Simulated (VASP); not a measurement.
**GaP (rocksalt type): electric field gradients with PBE**

GaP (rocksalt type):

```xyz
2
Lattice="0.0000 2.5367 2.5367 2.5367 0.0000 2.5367 2.5367 2.5367 0.0000" Properties=species:S:1:pos:R:3 pbc="T T T"
Ga    0.0000    0.0000    0.0000
P     2.5367    2.5367    2.5367
```

This cell differs from its parent crystal: volume scaled by 0.95.

```json
{
  "Program": "VASP 6.6.1",
  "Task": "electric field gradients",
  "Functional": "PBE",
  "Potentials or basis": "VASP PAW PBE potentials, release 64 (Ga_d, P)",
  "Cutoff": "520 eV",
  "k mesh": "12 × 12 × 12",
  "Occupations": "fermi-dirac, width 0.05 eV",
  "Spin": "no spin polarisation",
  "Dipole correction": "no",
  "Further INCAR settings": "ALGO = Normal; EDIFF = 1e-08; NBANDS = 16"
}
```

The pressure is 5.1 GPa and the band gap on the k mesh is zero (band 9 reaches 7.56 eV, above the bottom of band 10 at 4.17 eV).

Levels at points of the mesh, in eV from the Fermi level:
| k point | band 7 | band 8 | band 9 | band 10 | band 11 | band 12 |
| --- | --- | --- | --- | --- | --- | --- |
| (0.00, 0.00, 0.00) | 0.03 | 0.03 | 0.03 | 2.00 | 7.10 | 7.10 |
| (0.50, 0.00, 0.00) | -8.07 | 0.21 | 0.21 | 3.04 | 3.04 | 3.26 |
| (0.50, 0.50, 0.00) | -6.14 | -3.04 | -2.79 | -2.79 | 3.29 | 11.43 |

It took 19 s on 1 thread of Intel(R) Xeon(R) 6975P-C (Granite Rapids) (shared host), peak memory 0.18 GiB.

Caveat: without QUAD_EFG the Cq values of the log hold for a quadrupole moment of 1 mb, not for the nuclei.
